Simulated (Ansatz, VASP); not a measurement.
**One calculation of BaTl4S4, two programs**

```
Ba Tl S
1.0
     6.00865    0.00000    0.00000
    -3.00432    5.20364    0.00000
     0.00000    0.00000    9.02623
Ba Tl S
1 4 4
Direct
  0.00000 0.00000 0.18858
  0.50000 0.00000 0.50089
  0.00000 0.50000 0.50089
  0.50000 0.50000 0.50089
  0.00000 0.00000 0.53940
  0.50000 0.00000 0.89128
  0.00000 0.50000 0.89128
  0.50000 0.50000 0.89128
  0.00000 0.00000 0.75378
```

Alike in both runs: task single point; functional PBE; k mesh 3 × 3 × 2; occupations gaussian, width 0.1 eV; no spin polarisation.

```csv
,VASP,Ansatz
version,VASP 6.6.1,Ansatz 0.2.0
potentials or method,"VASP PAW PBE potentials, release 64 (Ba_sv, Tl_d, S), cutoff 520 eV","scalar-relativistic, plane waves, PAW"
valence electrons in the cell,86,86
```

|  | VASP | Ansatz | Ansatz less VASP |
| --- | --- | --- | --- |
| gap on the k mesh at the Fermi level (eV) | none | none | - |
| pressure (GPa) | 7.4 | 7.5 | +0.11 |
| traceless stress, the component that is largest in VASP (GPa) | 5.03 | 5.16 | +0.127 |
| rms of the force components (eV/Å) | 3.668 | 3.774 | +0.1060 |

Atom by atom the forces differ by 0.110 eV/Å (rms over components). A gap of «none» marks a metal or a gap that the smearing closes.

The k mesh is coarse, so the values compare programs but aren't converged. Spin-orbit coupling is off throughout.
